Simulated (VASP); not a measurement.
# Ta6Mo in VASP: a series of runs

The runs below take Ta6Mo through single point, relaxation of cell and atoms, with PBE.

All numbers are computed with VASP 6.6.1; they aren't measurements. Logs are shortened: lines on timing, memory, paths and dates and some standing lists are left out, and cuts for length are marked.

## Step 1: The cell of the first run

The typed cell holds 7 atoms: a = 4.672 Å, b = 4.673 Å, c = 7.149 Å, α = 70.91°, β = 70.92°, γ = 60.02°.

## Step 2: Single point, PBE

Contents of INCAR:

```
ALGO = Fast
EDIFF = 1E-6
ENCUT = 520
GGA = PE
ISIF = 2
ISMEAR = 0
LASPH = T
LCHARG = T
LELF = T
LREAL = F
LVHAR = T
LWAVE = F
NBANDS = 49
NELM = 60
PREC = Accurate
SIGMA = 0.2
```

Contents of KPOINTS:

```
k-points
0
Gamma
  6 6 6
```

Contents of POSCAR:

```
Ta6Mo
1.0
   -2.3354585109      4.0459300118      0.0004594229
   -4.6734477760     -0.0014614909      0.0006792876
   -2.3373411111      1.3482736454      6.6198565104
Ta Mo
6 1
Direct
    0.1409335260      0.1409442591      0.5771883577
    0.4301581126      0.4302254727      0.7094860133
    0.8590660392      0.8590533399      0.4228133036
    0.5698415451      0.5697770719      0.2905106482
    0.2873262277      0.2872615920      0.1380631150
    0.7126743057      0.7127367638      0.8619390226
    1.0000002438      1.0000015007     -0.0000004605
```

Potentials or basis: VASP PAW PBE potentials, release 64 (Ta_pv, Mo_sv).

On the command line:

```console
cat potpaw_PBE.64/Ta_pv/POTCAR potpaw_PBE.64/Mo_sv/POTCAR > POTCAR
mpirun -np 1 vasp_std > vasp.out
```

OUTCAR:

```text
EDIFF = 1E-6
   ENCUT = 520
   GGA = PE
   ISIF = 2
   ISMEAR = 0
   LASPH = T
   LREAL = F
   NELM = 60
   PREC = Accurate

 ion  position               nearest neighbor table
   1  0.141  0.141  0.577-   7 2.80   2 2.84   2 2.84   2 2.84   3 2.88   3 2.88   3 2.89   5 2.91
                             6 3.29   6 3.29   6 3.29   4 3.30   4 3.30   4 3.30
   2  0.430  0.430  0.709-   4 2.77   1 2.84   1 2.84   5 2.84   1 2.84   6 2.88   6 2.88   6 2.88
                             3 3.30   3 3.30   3 3.30   7 3.31   7 3.31   7 3.31
   3  0.859  0.859  0.423-   7 2.80   4 2.84   4 2.84   4 2.84   1 2.88   1 2.88   1 2.89   6 2.91
                             5 3.29   5 3.29   5 3.29   2 3.30   2 3.30   2 3.30
   4  0.570  0.570  0.291-   2 2.77   3 2.84   3 2.84   6 2.84   3 2.84   5 2.88   5 2.88   5 2.88
                             1 3.30   1 3.30   1 3.30   7 3.31   7 3.31   7 3.31
   5  0.287  0.287  0.138-   2 2.84   7 2.85   7 2.85   7 2.85   4 2.88   4 2.88   4 2.88   1 2.91
                             6 3.26   6 3.26   6 3.26   3 3.29   3 3.29   3 3.29
   6  0.713  0.713  0.862-   4 2.84   7 2.85   7 2.85   7 2.85   2 2.88   2 2.88   2 2.88   3 2.91
                             5 3.26   5 3.26   5 3.26   1 3.29   1 3.29   1 3.29
   7  0.000  0.000  1.000-   1 2.80   3 2.80   5 2.85   6 2.85   6 2.85   5 2.85   6 2.85   5 2.85
                             2 3.31   4 3.31   4 3.31   2 3.31   4 3.31   2 3.31

  LATTYP: Found a triclinic cell.
 ALAT       =     4.6734480539
 B/A-ratio  =     1.8278176065
 C/A-ratio  =     0.9996061609
 COS(alpha) =     0.0000410864
 COS(beta)  =     0.4996552478
 COS(gamma) =     0.5475323195

  Lattice vectors:

 A1 = (  -4.6734477760,  -0.0014614909,   0.0006792876)
 A2 = (  -4.6753303762,  -2.6991178573,   6.6200763751)
 A3 = (  -2.3354585109,   4.0459300118,   0.0004594229)

Analysis of symmetry for initial positions (statically):
=====================================================================
 Subroutine PRICEL returns:
 Original cell was already a primitive cell.

 Routine SETGRP: Setting up the symmetry group for a
 triclinic supercell.

 Subroutine GETGRP returns: Found  2 space group operations
 (whereof  2 operations were pure point group operations)
 out of a pool of  2 trial point group operations.

The static configuration has the point symmetry S_2 .

Analysis of symmetry for dynamics (positions and initial velocities):
=====================================================================
 Subroutine PRICEL returns:
 Original cell was already a primitive cell.

 Routine SETGRP: Setting up the symmetry group for a
 triclinic supercell.

 Subroutine GETGRP returns: Found  2 space group operations
 (whereof  2 operations were pure point group operations)
 out of a pool of  2 trial point group operations.

The dynamic configuration has the point symmetry S_2 .

 Subroutine INISYM returns: Found  2 space group operations
 (whereof  2 operations are pure point group operations),
 and found     1 'primitive' translations

----------------------------------------------------------------------------------------

                                     Primitive cell

  volume of cell :     125.1866

  direct lattice vectors                    reciprocal lattice vectors
    -2.335458511  4.045930012  0.000459423    -0.000084600  0.247118847 -0.050360845
    -4.673447776 -0.001461491  0.000679288    -0.213943494 -0.123490274 -0.050387836
    -2.337341111  1.348273645  6.619856510     0.000021959 -0.000004478  0.151069342

  length of vectors
     4.671607467  4.673448054  7.148671591     0.252198228  0.252112278  0.151069343

  position of ions in fractional coordinates (direct lattice)
     0.140933526  0.140944259  0.577188358
     0.430158113  0.430225473  0.709486013
     0.859066039  0.859053340  0.422813304
     0.569841545  0.569777072  0.290510648
     0.287326228  0.287261592  0.138063115
     0.712674306  0.712736764  0.861939023
     0.000000244  0.000001501  0.999999540

  ion indices of the primitive-cell ions
[... 56 lines left out ...]
 cond. band min:       6.1930023327   @ k =  -0.1667  -0.3333   0.3333
 fundamental gap:      0.0076804964
 Fermi energy:         6.1897867641

 k-point     1 :       0.0000    0.0000    0.0000
  band No.  band energies     occupation
      1     -53.9788      2.00000
      2     -28.2152      2.00000
      3     -28.2148      2.00000
      4     -28.2066      2.00000
      5     -27.8222      2.00000
      6     -27.7547      2.00000
[... 41 lines left out ...]
     48      10.2941      0.00000
     49      10.4682      0.00000

 k-point     2 :       0.1667    0.0000   -0.0000
  band No.  band energies     occupation
      1     -53.9789      2.00000
      2     -28.2426      2.00000
      3     -28.2363      2.00000
      4     -28.2090      2.00000
      5     -27.8553      2.00000
      6     -27.8260      2.00000
[... 41 lines left out ...]
     48       9.6057      0.00000
     49       9.7468      0.00000

 k-point     3 :       0.3333   -0.0000    0.0000
  band No.  band energies     occupation
      1     -53.9790      2.00000
      2     -28.2936      2.00000
      3     -28.2909      2.00000
      4     -28.1898      2.00000
      5     -27.9257      2.00000
      6     -27.9124      2.00000
[... 41 lines left out ...]
     48       9.1594      0.00000
     49       9.2445      0.00000

 k-point     4 :       0.5000   -0.0000   -0.0000
  band No.  band energies     occupation
      1     -53.9791      2.00000
      2     -28.3291      2.00000
      3     -28.3125      2.00000
      4     -28.1697      2.00000
      5     -27.9617      2.00000
      6     -27.8820      2.00000
[... 977 lines left out ...]
     48       9.2891      0.00000
     49       9.9112      0.00000

 k-point    23 :       0.3333   -0.0000    0.1667
  band No.  band energies     occupation
      1     -53.9790      2.00000
      2     -28.2954      2.00000
      3     -28.2721      2.00000
      4     -28.1990      2.00000
      5     -27.9228      2.00000
      6     -27.9146      2.00000
[... 41 lines left out ...]
     48       8.8980      0.00000
     49       9.2865      0.00000

 k-point    24 :       0.5000   -0.0000    0.1667
  band No.  band energies     occupation
      1     -53.9791      2.00000
      2     -28.3186      2.00000
      3     -28.3140      2.00000
      4     -28.1777      2.00000
      5     -27.9449      2.00000
      6     -27.8992      2.00000
[... 41 lines left out ...]
     48       9.1687      0.00000
     49       9.5543      0.00000

 [... further k-points ...]

------------------------ aborting loop because EDIFF is reached ----------------------------------------

  FORCE on cell =-STRESS in cart. coord.  units (eV):
  Direction    XX          YY          ZZ          XY          YZ          ZX
  --------------------------------------------------------------------------------------
  -------------------------------------------------------------------------------------
  Total        0.0655050      0.0819882      0.1063511     -0.0302902     -0.0023325      0.0135036
  in kB        0.8383538      1.0493102      1.3611143     -0.3876629     -0.0298519      0.1728235
  external PRESSURE =       1.0829261 kB  Pullay stress =       0.0000000 kB

 VOLUME and BASIS-vectors are now :
 -----------------------------------------------------------------------------
  energy-cutoff  :      520.00
  volume of cell :      125.19
      direct lattice vectors                 reciprocal lattice vectors
    -2.335458511  4.045930012  0.000459423    -0.000084600  0.247118847 -0.050360845
    -4.673447776 -0.001461491  0.000679288    -0.213943494 -0.123490274 -0.050387836
    -2.337341111  1.348273645  6.619856510     0.000021959 -0.000004478  0.151069342

 POSITION                                       TOTAL-FORCE (eV/Angst)
 -----------------------------------------------------------------------------------
     -2.33693      1.34821      3.82106        -0.000311     -0.000025     -0.001298
     -4.67356      2.69634      4.69719         0.000232      0.000064      0.008535
     -7.00931      4.04453      2.79994         0.000311      0.000025      0.001298
     -4.67269      2.69639      1.92379        -0.000232     -0.000064     -0.008535
     -2.33624      1.34823      0.91429         0.000002      0.000168      0.004513
     -7.01000      4.04452      5.70672        -0.000002     -0.000168     -0.004513
     -2.33735      1.34827      6.61985        -0.000000      0.000000     -0.000000
 -----------------------------------------------------------------------------------
    total drift:                                0.010571     -0.000442      0.004727

  FREE ENERGIE OF THE ION-ELECTRON SYSTEM (eV)
  ---------------------------------------------------
  free  energy   TOTEN  =       -82.1998836778 eV

  energy  without entropy=      -82.0271016053  energy(sigma->0) =      -82.11349264
```

Run time: 14 min. Hardware: 1 thread of Intel Xeon 6975P-C, shared host; peak memory 0.63 GiB.

What came out:

- Free energy: -82.1999 eV
- Pressure: 0.1 GPa
- Largest force: 0.009 eV/Å
- Band gap on the k mesh: zero (band 40 reaches 6.69 eV, above the bottom of band 41 at 5.92 eV)

Forces on the atoms (eV/Å):
```
Ta   0.000  0.000 -0.001
Ta   0.000  0.000  0.009
Ta   0.000  0.000  0.001
Ta   0.000  0.000 -0.009
Ta   0.000  0.000  0.005
Ta   0.000  0.000 -0.005
Mo   0.000  0.000  0.000
```

Caveat: spin-orbit coupling is left out, which moves the levels of the heavy elements.

## Step 3: Single point, PBE

This run uses another cell than the first one, of the same volume but with other edges.

Contents of INCAR:

```
SYSTEM = Ta6Mo
PREC     = Accurate       ! precision mode
ENCUT    = 520            ! plane-wave cutoff, eV
EDIFF    = 1E-6           ! SCF threshold, eV
ISMEAR   = 0              ! smearing method
SIGMA    = 0.2            ! smearing width, eV
LREAL    = .False.        ! projectors in reciprocal space
LASPH    = .True.         ! aspherical terms in the spheres
NELM     = 60             ! most SCF steps
ALGO     = Normal         ! electronic algorithm
ISIF     = 2              ! what is computed and relaxed
LWAVE    = .False.        ! write WAVECAR
LCHARG   = .False.        ! write CHGCAR
GGA      = PE             ! functional
NBANDS   = 49             ! bands
```

Contents of KPOINTS:

```
Automatic mesh
0
Gamma
  4 4 4
  0 0 0
```

Contents of POSCAR:

```
Ta6Mo
1.0
    2.3248184949      1.3422345838      6.6921895445
   -2.3248184949      1.3422345838      6.6921895445
    0.0000000000     -2.6844691677      6.6921895445
Ta Mo
6 1
Direct
    0.8584314877      0.8584314877      0.8584314877
    0.5698447881      0.5698447881      0.5698447881
    0.1415685123      0.1415685123      0.1415685123
    0.4301552119      0.4301552119      0.4301552119
    0.7124684009      0.7124684009      0.7124684009
    0.2875315991      0.2875315991      0.2875315991
    0.0000000000      0.0000000000      0.0000000000
```

Potentials or basis: VASP PAW PBE potentials, release 64 (Ta_pv, Mo_sv).

On the command line:

```console
cat potpaw_PBE.64/Ta_pv/POTCAR potpaw_PBE.64/Mo_sv/POTCAR > POTCAR
mpirun -np 1 vasp_std > vasp.out
```

Wall time 2.9 min (1 thread of Intel Xeon Platinum 8375C at 2.90GHz (Ice Lake), shared host); peak memory 0.4 GiB.

Results (log left out):

| Item | Value |
| --- | --- |
| Free energy | -82.1838 eV |
| Pressure | 0.1 GPa |
| Largest force | 0.018 eV/Å |
| Band gap on the k mesh | zero (band 40 reaches 6.63 eV, above the bottom of band 41 at 6.03 eV) |

Forces in eV/Å, atoms in the order of the input:
```
Ta   0.000  0.000 -0.011
Ta   0.000  0.000 -0.009
Ta   0.000  0.000  0.011
Ta   0.000  0.000  0.009
Ta   0.000  0.000  0.018
Ta   0.000  0.000 -0.018
Mo   0.000  0.000  0.000
```

Stress tensor (GPa, compression positive):
```
0.02 0.00 0.00
0.00 0.02 0.00
0.00 0.00 0.16
```

Levels at points of the mesh, in eV from the Fermi level:
```
           k point  band 37  band 38  band 39  band 40  band 41  band 42  band 43  band 44
(0.00, 0.00, 0.00)    -1.10    -0.94    -0.94     0.45     0.51     0.51     1.49     1.61
(0.50, 0.00, 0.00)    -0.89    -0.83    -0.43    -0.27     0.59     1.14     1.57     1.64
(0.50, 0.50, 0.00)    -0.70    -0.53    -0.46    -0.30     0.14     0.58     1.20     1.22
(0.50, 0.50, 0.50)    -1.33    -1.14    -0.32    -0.32    -0.04    -0.04     1.85     2.38
```

Caveat: the k points lie up to 0.40 Å⁻¹ apart; spin-orbit coupling is left out, which moves the levels of the heavy elements.

## Step 4: Single point, PBE

Contents of INCAR:

```
SYSTEM = Ta6Mo
PREC = Accurate
ENCUT = 520
EDIFF = 1E-7
ISMEAR = 0
SIGMA = 0.2
LREAL = .False.
LASPH = .True.
NELM = 80
ALGO = Fast
ISIF = 2
LWAVE = .False.
LCHARG = .True.
GGA = PE
LELF = .True.
LVHAR = .True.
NBANDS = 49
```

Contents of KPOINTS:

```
Automatic mesh
0
Gamma
  6 6 6
  0 0 0
```

Contents of POSCAR:

```
Ta6Mo
1.0
   -2.3355860055      4.0453536270      0.0000000000
   -4.6711720111      0.0000000000      0.0000000000
   -2.3355860055      1.3484512090      6.6183189211
Ta Mo
6 1
Direct
    0.1408345723      0.1408345723      0.5774962830
    0.4302247268      0.4302247268      0.7093258195
    0.8591654277      0.8591654277      0.4225037170
    0.5697752732      0.5697752732      0.2906741805
    0.2872855090      0.2872855090      0.1381434730
    0.7127144910      0.7127144910      0.8618565270
    1.0000000000      1.0000000000      0.0000000000
```

On the command line:

```console
cat potpaw_PBE.64/Ta_pv/POTCAR potpaw_PBE.64/Mo_sv/POTCAR > POTCAR
mpirun -np 1 vasp_std > vasp.out
```

Run time: 3.8 min. Hardware: 1 thread of Intel Xeon Platinum 8375C at 2.90GHz (Ice Lake), shared host; peak memory 0.33 GiB.

Results (log left out):

```yaml
Free_energy: -82.1996 eV
Pressure: 0.3 GPa
Largest_force: 0.029 eV/Å
Band_gap_on_the_k_mesh: zero (band 40 reaches 6.69 eV, above the bottom of band 41 at 5.93 eV)
```

Forces in eV/Å, atoms in the order of the input:
```
Ta   0.000  0.000 -0.024
Ta   0.000  0.000  0.029
Ta   0.000  0.000  0.024
Ta   0.000  0.000 -0.029
Ta   0.000  0.000 -0.002
Ta   0.000  0.000  0.002
Mo   0.000  0.000  0.000
```

Levels at points of the mesh, in eV from the Fermi level:
```csv
k point,band 36,band 37,band 38,band 39,band 40,band 41,band 42,band 43,band 44,band 45
"(0.00, 0.00, 0.00)",-1.14,-1.14,-0.97,-0.97,0.32,0.60,0.60,1.56,1.69,2.96
"(0.50, 0.00, 0.00)",-1.03,-0.92,-0.87,-0.48,-0.33,0.62,1.21,1.65,1.65,1.83
"(0.50, 0.50, 0.00)",-0.95,-0.74,-0.48,-0.47,-0.23,0.07,0.53,1.28,1.34,1.59
"(0.00, 0.00, 0.50)",-1.34,-1.32,-1.01,-0.23,-0.23,0.04,0.04,1.78,2.29,2.81
```

Caveat: spin-orbit coupling is left out, which moves the levels of the heavy elements.

## Step 5: Relaxation of cell and atoms, PBE

This run uses another cell than the first one, of 17.64 Å³/atom, 0.987 times its volume.

Contents of INCAR:

```
SYSTEM = Ta6Mo
ALGO = Fast
EDIFF = 1E-7
EDIFFG = -0.08
ENCUT = 600
GGA = PE
IBRION = 2
ISIF = 3
ISMEAR = 0
LASPH = .True.
LCHARG = .False.
LREAL = .False.
LWAVE = .False.
NELM = 100
NSW = 36
PREC = Accurate
SIGMA = 0.2
```

Contents of KPOINTS:

```
k-points
0
Gamma
  4 4 4
  0 0 0
```

Contents of POSCAR:

```
Ta6Mo
1.0
    2.3192870300      1.3390409900      6.6284373800
   -2.3192870300      1.3390409900      6.6284373800
    0.0000000000     -2.6780819800      6.6284373800
Ta Mo
6 1
Direct
    0.8571433300      0.8571433300      0.8571433300
    0.5714300000      0.5714300000      0.5714300000
    0.1428566700      0.1428566700      0.1428566700
    0.4285700000      0.4285700000      0.4285700000
    0.7142866700      0.7142866700      0.7142866700
    0.2857133300      0.2857133300      0.2857133300
    0.0000000000      0.0000000000      0.0000000000
```

On the command line:

```console
cat potpaw_PBE.64/Ta_pv/POTCAR potpaw_PBE.64/Mo_sv/POTCAR > POTCAR
mpirun -np 1 vasp_std > vasp.out
```

It took 17 min on 1 thread of Intel Xeon Platinum 8375C at 2.90GHz (Ice Lake), shared host; peak memory 0.54 GiB.

It converged, with:

* Free energy: -82.1843 eV
* Relaxed volume: 17.90 Å³/atom
* Relaxed cell: a = 7.224 Å, b = 7.224 Å, c = 7.224 Å, α = 37.50°, β = 37.50°, γ = 37.50°
* Space group after relaxing (to 0.05 Å): R-3m (No. 166)
* Energy gained by relaxing: 8.2 meV/atom
* Ionic steps: 5
* Pressure after relaxing: 0.1 GPa
* Largest force after relaxing: 0.054 eV/Å
* Band gap on the k mesh: zero (band 40 reaches 6.66 eV, above the bottom of band 41 at 6.04 eV)

Forces on the atoms (eV/Å):
```
Ta   0.000  0.000 -0.033
Ta   0.000  0.000 -0.017
Ta   0.000  0.000  0.033
Ta   0.000  0.000  0.017
Ta   0.000  0.000 -0.054
Ta   0.000  0.000  0.054
Mo   0.000  0.000  0.000
```

Stress tensor (GPa, compression positive):
```
 0.17  0.00  0.00
 0.00  0.17  0.00
 0.00  0.00 -0.18
```

Step by step:
```csv
step,energy change (eV),largest force (eV/Å),pressure (GPa),volume (Å³)
1,0.0000,0.4411,3.07,123.51
2,0.0371,0.1926,-6.48,129.66
3,-0.0349,0.3080,-1.06,125.99
4,-0.0564,0.1002,-0.17,125.43
5,-0.0572,0.0544,0.05,125.29
```

Final structure:
```
CELL_PARAMETERS angstrom
2.32214 1.34069 6.70741
-2.32214 1.34069 6.70741
0.00000 -2.68137 6.70741
ATOMIC_POSITIONS crystal
Ta 0.85859 0.85859 0.85859
Ta 0.56996 0.56996 0.56996
Ta 0.14141 0.14141 0.14141
Ta 0.43004 0.43004 0.43004
Ta 0.71282 0.71282 0.71282
Ta 0.28718 0.28718 0.28718
Mo 0.00000 0.00000 0.00000
```

Levels at points of the mesh, in eV from the Fermi level:
```csv
k point,band 37,band 38,band 39,band 40,band 41,band 42,band 43,band 44
"(0.00, 0.00, 0.00)",-1.09,-0.93,-0.93,0.48,0.49,0.49,1.47,1.59
"(0.50, 0.00, 0.00)",-0.89,-0.84,-0.42,-0.26,0.58,1.12,1.55,1.64
"(0.50, 0.50, 0.00)",-0.69,-0.54,-0.45,-0.32,0.15,0.59,1.18,1.21
"(0.50, 0.50, 0.50)",-1.33,-1.17,-0.34,-0.34,-0.05,-0.05,1.87,2.40
```

Caveat: the k points lie up to 0.40 Å⁻¹ apart in the final cell; spin-orbit coupling is left out, which moves the levels of the heavy elements; the relaxation stopped at a loose force limit of 0.08 eV/Å, so its end isn't a converged minimum.

## Step 6: The runs side by side

```tsv
task	cell	k mesh	cutoff (eV)	gap on the mesh (eV)	pressure (GPa)	largest force (eV/Å)
single point	a = 4.672, b = 4.673, c = 7.149 Å, angles 70.9, 70.9, 60.0°, 7 atoms	6 × 6 × 6	520	none	0.1	0.01
single point	a = 7.211 Å, angles 37.6°, 7 atoms	4 × 4 × 4	520	none	0.1	0.02
single point	a = 4.671, b = 4.671, c = 7.147 Å, angles 70.9, 70.9, 60.0°, 7 atoms	6 × 6 × 6	520	none	0.3	0.03
relaxation of cell and atoms	relaxed from a = 7.149 Å, angles 37.9°, 7 atoms	4 × 4 × 4	600	none	0.1	0.05
```

Alike in all rows: level PBE; potentials or basis VASP PAW PBE potentials, release 64 (Ta_pv, Mo_sv); no spin polarisation; smearing gaussian 0.2 eV.

Caveats: some runs use coarse meshes; spin-orbit coupling is left out, which moves the levels of the heavy elements; the relaxation stopped at a loose force limit of 0.08 eV/Å, so its end isn't a converged minimum (some runs).

Absolute energies hang on the potentials; compare differences alone.
